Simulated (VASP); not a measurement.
# TePt (P6_3/mmc) in VASP: further runs

Runs on TePt. Level: LDA. Tasks: single point.

All numbers are computed with VASP 6.6.1; they aren't measurements. Logs are shortened: lines on timing, memory, paths and dates and some standing lists are left out, and cuts for length are marked.

## 1. The cell of the first run

Symmetry: P6_3/mmc, No. 194, hexagonal system. The conventional cell has a = 4.023 Å, b = 4.023 Å, c = 5.275 Å, α = 90.00°, β = 90.00°, γ = 120.00°. Te (site symmetry -6m2) has 6 Pt at 2.67 Å and 6 Te at 3.51 Å within 3.6 Å. Within 3.5 Å of Pt (site symmetry -3m) lie 2 Pt at 2.64 Å and 6 Te at 2.67 Å.

## 2. Single point, LDA, collinear spin (18.48 Å³/atom)

INCAR reads:

```
  PREC = Accurate
  ENCUT = 520
  EDIFF = 1E-7
  ISMEAR = 0
  SIGMA = 0.15
  LREAL = False
  LASPH = True
  NELM = 150
  ALGO = Normal
  ISIF = 2
  LWAVE = False
  LCHARG = False
  ISPIN = 2
  MAGMOM = 0 0 0.188 0.188
  LORBIT = 11
  NUPDOWN = 0.375
  LMAXMIX = 4
  NBANDS = 28
```

KPOINTS reads:

```
Automatic mesh
0
Gamma
  12 12 8
```

POSCAR reads:

```
TePt
1.0
    4.0231984860      0.0000000000      0.0000000000
   -2.0115992430      3.4841920933      0.0000000000
    0.0000000000      0.0000000000      5.2745134137
Te Pt
2 2
Direct
    0.3333333333      0.6666666667      0.2500000000
    0.6666666667      0.3333333333      0.7500000000
    0.0000000000      0.0000000000      0.0000000000
    0.0000000000      0.0000000000      0.5000000000
```

Potentials or basis: VASP PAW LDA potentials, release 64 (Te, Pt).

On the command line:

```
cat potpaw_LDA.64/Te/POTCAR potpaw_LDA.64/Pt/POTCAR > POTCAR
mpirun -np 1 vasp_std > vasp.out
```

OUTCAR:

```text
PREC = Accurate
   ENCUT = 520
   EDIFF = 1E-7
   ISMEAR = 0
   LREAL = False
   LASPH = True
   NELM = 150
   ISIF = 2
   ISPIN = 2
   LORBIT = 11
   NUPDOWN = 0.375

 ion  position               nearest neighbor table
   1  0.333  0.667  0.250-   3 2.67   4 2.67   3 2.67   4 2.67   3 2.67   4 2.67   2 3.51   2 3.51
                             2 3.51   2 3.51   2 3.51   2 3.51
   2  0.667  0.333  0.750-   3 2.67   4 2.67   3 2.67   4 2.67   3 2.67   4 2.67   1 3.51   1 3.51
                             1 3.51   1 3.51   1 3.51   1 3.51
   3  0.000  0.000  0.000-   4 2.64   4 2.64   1 2.67   2 2.67   1 2.67   2 2.67   2 2.67   1 2.67

   4  0.000  0.000  0.500-   3 2.64   3 2.64   1 2.67   2 2.67   1 2.67   2 2.67   2 2.67   1 2.67

  LATTYP: Found a hexagonal cell.
 ALAT       =     4.0231984860
 C/A-ratio  =     1.3110249052

  Lattice vectors:

 A1 = (   4.0231984860,   0.0000000000,   0.0000000000)
 A2 = (  -2.0115992430,   3.4841920933,   0.0000000000)
 A3 = (   0.0000000000,   0.0000000000,   5.2745134137)

Analysis of symmetry for initial positions (statically):
=====================================================================
 Subroutine PRICEL returns:
 Original cell was already a primitive cell.

 Routine SETGRP: Setting up the symmetry group for a
 hexagonal supercell.

 Subroutine GETGRP returns: Found 24 space group operations
 (whereof 12 operations were pure point group operations)
 out of a pool of 24 trial point group operations.

The static configuration has the point symmetry D_3d.
 The point group associated with its full space group is D_6h.

Analysis of symmetry for dynamics (positions and initial velocities):
=====================================================================
 Subroutine PRICEL returns:
 Original cell was already a primitive cell.

 Routine SETGRP: Setting up the symmetry group for a
 hexagonal supercell.

 Subroutine GETGRP returns: Found 24 space group operations
 (whereof 12 operations were pure point group operations)
 out of a pool of 24 trial point group operations.

The dynamic configuration has the point symmetry D_3d.
 The point group associated with its full space group is D_6h.

Analysis of structural, dynamic, and magnetic symmetry:
=====================================================================
 Subroutine PRICEL returns:
 Original cell was already a primitive cell.

 Routine SETGRP: Setting up the symmetry group for a
 hexagonal supercell.

 Subroutine GETGRP returns: Found 24 space group operations
 (whereof 12 operations were pure point group operations)
 out of a pool of 24 trial point group operations.

The overall configuration has the point symmetry D_3d.
 The point group associated with its full space group is D_6h.

 Subroutine INISYM returns: Found 24 space group operations
 (whereof 12 operations are pure point group operations),
 and found     1 'primitive' translations

----------------------------------------------------------------------------------------

                                     Primitive cell

  volume of cell :      73.9360

  direct lattice vectors                    reciprocal lattice vectors
     4.023198486  0.000000000  0.000000000     0.248558455  0.143505291  0.000000000
    -2.011599243  3.484192093  0.000000000     0.000000000  0.287010582  0.000000000
     0.000000000  0.000000000  5.274513414     0.000000000  0.000000000  0.189590948

  length of vectors
     4.023198486  4.023198486  5.274513414     0.287010582  0.287010582  0.189590948

  position of ions in fractional coordinates (direct lattice)
     0.333333333  0.666666667  0.250000000
     0.666666667  0.333333333  0.750000000
     0.000000000  0.000000000  0.000000000
     0.000000000  0.000000000  0.500000000

  ion indices of the primitive-cell ions
   primitive index   ion index
                 1           1
                 2           2
                 3           3
                 4           4

----------------------------------------------------------------------------------------

 KPOINTS: Automatic mesh

Automatic generation of k-mesh.
 Grid dimensions read from file:
 generate k-points for:   12   12    8

 Generating k-lattice:

  Cartesian coordinates                     Fractional coordinates (reciprocal lattice)
     0.020713205  0.011958774  0.000000000     0.083333333  0.000000000  0.000000000
     0.000000000  0.023917548  0.000000000     0.000000000  0.083333333  0.000000000
     0.000000000  0.000000000  0.023698869     0.000000000  0.000000000  0.125000000

  Length of vectors
     0.023917548  0.023917548  0.023698869

  Shift w.r.t. Gamma in fractional coordinates (k-lattice)
     0.000000000  0.000000000  0.000000000

 Subroutine IBZKPT returns following result:
 ===========================================

 Found     95 irreducible k-points:

 Following reciprocal coordinates:
            Coordinates               Weight
  0.000000  0.000000  0.000000      1.000000
  0.083333  0.000000  0.000000      6.000000
  0.166667  0.000000  0.000000      6.000000
  0.250000  0.000000  0.000000      6.000000
  0.333333  0.000000  0.000000      6.000000
  0.416667  0.000000  0.000000      6.000000
[... 16 lines left out ...]
  0.250000  0.000000  0.125000     12.000000
  0.333333  0.000000  0.125000     12.000000
 [... further k-points ...]
   k-points           NKPTS =     95   k-points in BZ     NKDIM =     95   number of bands    NBANDS=     28
   number of dos      NEDOS =    301   number of ions     NIONS =      4
   total plane-waves  NPLWV =  36000
   dimension x,y,z NGX =    30 NGY =   30 NGZ =   40
   dimension x,y,z NGXF=    60 NGYF=   60 NGZF=   80
   ions per type =               2   2
   NGX,Y,Z   is equivalent  to a cutoff of  12.40, 12.40, 12.61 a.u.
   NGXF,Y,Z  is equivalent  to a cutoff of  24.79, 24.79, 25.21 a.u.
 SYSTEM =  unknown system
   PREC   = accura    normal or accurate (medium, high low for compatibility)
   ISTART =      0    job   : 0-new  1-cont  2-samecut
   ICHARG =      2    charge: 1-file 2-atom 10-const
   ISPIN  =      2    spin polarized calculation?
   LNONCOLLINEAR =      F non collinear calculations
   LSORBIT =      F    spin-orbit coupling
   LASPH  =      T    aspherical Exc in radial PAW
   ENCUT  =  520.0 eV  38.22 Ry    6.18 a.u.   7.48  7.48  9.81*2*pi/ulx,y,z
   NELM   =    150;   NELMIN=  2; NELMDL= -5     # of ELM steps
   EDIFF  = 0.1E-06   stopping-criterion for ELM
   LREAL  =      F    real-space projection
   EDIFFG = 0.1E-05   stopping-criterion for IOM
   NSW    =      0    number of steps for IOM
   IBRION =     -1    ionic relax: 0-MD 1-quasi-New 2-CG
   NFREE  =      0    steps in history (QN), initial steepest desc. (CG)
   ISIF   =      2    stress and relaxation
   ISYM   =      2    0-nonsym 1-usesym 2-fastsym
   POTIM  = 0.5000    time-step for ionic-motion
   TEBEG  =    0.0;   TEEND  =   0.0 temperature during run
   PSTRESS=    0.0 pullay stress
   NELECT =      32.0000    total number of electrons
   NUPDOWN=       0.3750    fix difference up-down
   EMIN   =  10.00;   EMAX   =-10.00  energy-range for DOS
   EFERMI =   0.00;   METHOD = LEGACY
   ISMEAR =     0;   SIGMA  =   0.15  broadening in eV -4-tet -1-fermi 0-gaus
   EFERMI_NEDOS =   21; number of points for ismear=-14 and -15
   IALGO  =     38    algorithm
   IMIX   =      4    mixing-type and parameters
     AMIX     =   0.40;   BMIX     =  1.00
     AMIX_MAG =   1.60;   BMIX_MAG =  1.00
  volume/ion in A,a.u.               =      18.48       124.74
  Fermi-wavevector in a.u.,A,eV,Ry     =   1.238339  2.340121 20.864305  1.533483
  Thomas-Fermi vector in A             =   2.372868
   LORBIT       =     11    0 simple, 1 ext, 2 COOP (PROOUT), +10 PAW based schemes
   GGA     = CA    functional components
   LHFCALC =     F    Hartree Fock is set to
   AEXX    =    0.0000 exact exchange contribution
   IVDW    =     0    specifies the selected vdW correction
   LEPSILON=     F    determine dielectric tensor
   LRPA    =     F    only Hartree local field effects (RPA)
 spin polarized calculation
 Gauss-broadening in eV      SIGMA  =   0.15
  energy-cutoff  :      520.00
  volume of cell :       73.94
 maximum number of plane-waves:      2009
 NGX is ok and might be reduce to    30
   NGX = 15   NGY = 15   NGZ = 19

 number of electron      31.9999996 magnetization       0.3750001

 Free energy of the ion-electron system (eV)
  ---------------------------------------------------
  ext. energy  EPLUGINS =         0.00000000
  ---------------------------------------------------
  free energy    TOTEN  =       -22.73413179 eV

  energy without entropy =      -22.71403028  energy(sigma->0) =      -22.72408103

 E-fermi :  12.0288     XC(G=0): -12.1637

 val. band max:       12.3578333536   @ k =   0.1667   0.0000   0.1250
 cond. band min:      12.0398556958   @ k =   0.3333   0.2500   0.1250
 fundamental gap:     -0.3179776579
 Fermi energy:        12.3629515956

 spin component 1

 k-point     1 :       0.0000    0.0000    0.0000
  band No.  band energies     occupation
      1      -3.4042      1.00000
      2       0.2581      1.00000
      3       3.5301      1.00000
      4       4.6439      1.00000
      5       4.6439      1.00000
      6       5.1939      1.00000
[... 20 lines left out ...]
     27      22.3797      0.00000
[... 691 lines left out ...]
      6       5.6877      1.00000
[... 20 lines left out ...]
     27      23.3386      0.00000
     28      23.5425      0.00000

 [... further k-points ...]

 spin component 2

 k-point     1 :       0.0000    0.0000    0.0000
  band No.  band energies     occupation
      1      -3.3558      1.00000
      2       0.3085      1.00000
      3       3.5786      1.00000
      4       4.6959      1.00000
      5       4.6959      1.00000
      6       5.2484      1.00000
[... 20 lines left out ...]
     27      22.4269      0.00000
[... 691 lines left out ...]
      6       5.7379      1.00000
[... 20 lines left out ...]
     27      23.3795      0.00000
     28      23.5878      0.00000

 [... further k-points ...]
[... 5 lines left out ...]
  --------------------------------------------------------------------------------------
  -------------------------------------------------------------------------------------
  Total       11.7969270     11.7969270     12.8060185      0.0000000     -0.0000000     -0.0000000
  in kB      255.6368893    255.6368893    277.5036858      0.0000000     -0.0000000     -0.0000000
  external PRESSURE =     262.9258214 kB  Pullay stress =       0.0000000 kB

 VOLUME and BASIS-vectors are now :
 -----------------------------------------------------------------------------
  energy-cutoff  :      520.00
  volume of cell :       73.94
      direct lattice vectors                 reciprocal lattice vectors
     4.023198486  0.000000000  0.000000000     0.248558455  0.143505291  0.000000000
    -2.011599243  3.484192093  0.000000000     0.000000000  0.287010582  0.000000000
     0.000000000  0.000000000  5.274513414     0.000000000  0.000000000  0.189590948

 POSITION                                       TOTAL-FORCE (eV/Angst)
 -----------------------------------------------------------------------------------
     -0.00000      2.32279      1.31863         0.000000      0.000000      0.000000
      2.01160      1.16140      3.95589        -0.000000     -0.000000      0.000000
      0.00000      0.00000      0.00000         0.000000      0.000000      0.000000
      0.00000      0.00000      2.63726        -0.000000      0.000000      0.000000
 -----------------------------------------------------------------------------------
    total drift:                               -0.000000      0.000000      0.000000

  FREE ENERGIE OF THE ION-ELECTRON SYSTEM (eV)
  ---------------------------------------------------
  free  energy   TOTEN  =       -22.7341317908 eV

  energy  without entropy=      -22.7140302763  energy(sigma->0) =      -22.72408103

 total charge

# of ion       s       p       d       tot
------------------------------------------
    1        1.416   1.879   0.153   3.448
    2        1.416   1.879   0.153   3.448
    3        0.700   0.682   8.350   9.732
    4        0.700   0.682   8.350   9.732
--------------------------------------------------
tot          4.232   5.123  17.004  26.360

 magnetization (x)

# of ion       s       p       d       tot
------------------------------------------
    1        0.012   0.042   0.004   0.058
    2        0.012   0.042   0.004   0.058
    3        0.005   0.014   0.074   0.094
    4        0.005   0.014   0.074   0.094
--------------------------------------------------
tot          0.034   0.113   0.156   0.303
```

Wall time 4.5 min (1 thread of Intel Xeon 8259CL, shared host); peak memory 0.38 GiB.

Results:

```yaml
Free_energy: -22.7341 eV
Pressure: 26.3 GPa
Net_moment: 0.38 μB per cell
Site_moments: Te +0.06; Pt +0.09 μB
Valence_electrons_inside_the_program's_atomic_spheres: Te 3.45; Pt 9.73
```

Stress tensor (GPa, compression positive):
```
25.56  0.00  0.00
 0.00 25.56  0.00
 0.00  0.00 27.75
```

Caveat: the cell stands under pressure; spin-orbit coupling is left out, which moves the levels of the heavy elements; the total moment is fixed, so each spin has its own Fermi level and the state may be an excited one.

## 3. Single point, LDA, collinear spin (21.00 Å³/atom)

This run uses another cell than the first one, of 21.00 Å³/atom.

INCAR reads:

```
PREC = Accurate
ENCUT = 520
EDIFF = 1E-6
ISMEAR = 0
SIGMA = 0.15
LREAL = F
LASPH = T
NELM = 150
ALGO = Normal
ISIF = 2
LWAVE = F
LCHARG = F
ISPIN = 2
MAGMOM = 0 0 0.188 0.188
LORBIT = 11
NUPDOWN = 0.375
LMAXMIX = 4
GGA = CA
NBANDS = 28
```

KPOINTS is that of step 2.

POSCAR reads:

```
TePt
1.0
    4.1982985890      0.0000000000      0.0000000000
   -2.0991492945      3.6358332308      0.0000000000
    0.0000000000      0.0000000000      5.5040740097
Te Pt
2 2
Direct
    0.3333333333      0.6666666667      0.2500000000
    0.6666666667      0.3333333333      0.7500000000
    0.0000000000      0.0000000000      0.0000000000
    0.0000000000      0.0000000000      0.5000000000
```

Potentials or basis: VASP PAW LDA potentials, release 64 (Te, Pt).

On the command line:

```
cat potpaw_LDA.64/Te/POTCAR potpaw_LDA.64/Pt/POTCAR > POTCAR
mpirun -np 1 vasp_std > vasp.out
```

Wall time 2.9 min (1 thread of Intel Xeon Platinum 8488C (Sapphire Rapids), shared host); peak memory 0.41 GiB.

It converged, with:

```
Free energy                                           : -23.4776 eV
Pressure                                              : 0.3 GPa
Net moment                                            : 0.38 μB per cell
Site moments                                          : Te +0.05; Pt +0.10 μB
Valence electrons inside the program's atomic spheres : Te 3.32; Pt 9.39
```

Caveat: spin-orbit coupling is left out, which moves the levels of the heavy elements; the total moment is fixed, so each spin has its own Fermi level and the state may be an excited one.
